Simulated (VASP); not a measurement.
Write the native input for VASP 6.6.1 that does the following.

* Task: single point
* Functional: PBEsol
* Potentials or basis: VASP PAW PBE potentials, release 64 (Ti_sv, O)
* Cutoff: 520 eV
* k mesh: 24 × 24 × 12
* Occupations: gaussian, width 0.1 eV
* Spin: no spin polarisation
* Dipole correction: no
* Further INCAR settings: ALGO = Normal; EDIFF = 1e-07; NBANDS = 22

The structure of Ti2O lies in POSCAR:

```
Ti2O
1.0
    2.9445469722      0.0000000000      0.0000000000
   -1.4722734861      2.5500524806      0.0000000000
    0.0000000000      0.0000000000      4.7709709965
Ti O
2 1
Direct
    0.6666666665      0.3333333335      0.2637730983
    0.3333333335      0.6666666665      0.7362269017
    0.0000000000      0.0000000000      0.0000000000
```

This cell differs from its parent crystal: uniaxial strain along c: +1.0 %, then relaxed in part.

These files were run (other wordings do the same):

INCAR

```
  ALGO = Normal
  EDIFF = 1E-7
  ENCUT = 520
  GGA = PS
  ISIF = 2
  ISMEAR = 0
  LASPH = T
  LCHARG = T
  LELF = T
  LREAL = F
  LVHAR = T
  LWAVE = F
  NBANDS = 22
  NELM = 100
  PREC = Accurate
  SIGMA = 0.1
```

KPOINTS

```
k-points
0
Gamma
  24 24 12
```

Potentials or basis: VASP PAW PBE potentials, release 64 (Ti_sv, O).

Launch:

```bash
$ cat potpaw_PBE.64/Ti_sv/POTCAR potpaw_PBE.64/O/POTCAR > POTCAR
$ mpirun -np 1 vasp_std > vasp.out
```

It gave:

```json
{"Pressure": "-0.6 GPa", "Largest force": "0.046 eV/Å", "Band gap on the k mesh": "zero (bands 15 and 16 overlap by 0.82 eV)"}
```

Caveat: the cell differs from its parent crystal (uniaxial strain along c: +1.0 %, then relaxed in part); the PAW data sets were made with another functional, which shifts forces and pressure a little.

Wall time 4.7 min on 1 thread of AMD EPYC 9R45 96-Core Processor (Zen 5) (shared host), peak memory 0.5 GiB.
